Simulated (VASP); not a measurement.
Runs of VASP 6.6.1 on Ca. The structure is that of space group Pm-3m (No. 221), or close to it. The cells are those of the table. This isn't the form of Ca at room conditions, which is fcc.

```csv
task,cell,k mesh,cutoff (eV),gap on the mesh (eV),pressure (GPa)
single point,"a = 3.323 Å, 1 atom",11 × 11 × 11,520,none,0.5
relaxation of cell and atoms,"relaxed from a = 3.612 Å, 1 atom",9 × 9 × 9,600,none,0.0
single point,"a = 3.457 Å, 1 atom",11 × 11 × 11,520,none,-0.8
single point,"a = 3.499 Å, 1 atom",11 × 11 × 11,520,none,(a)
single point,"a = 3.369 Å, 1 atom",15 × 15 × 15,520,none,0.0
```

Alike in all rows: level LDA; potentials or basis VASP PAW LDA potentials, release 64 (Ca_sv); no spin polarisation; smearing fermi-dirac 0.1 eV.

Problem. Fill in the values left out.

Solution. (a) -1.2.

A gap of «none» marks levels without a gap at the run's occupations.
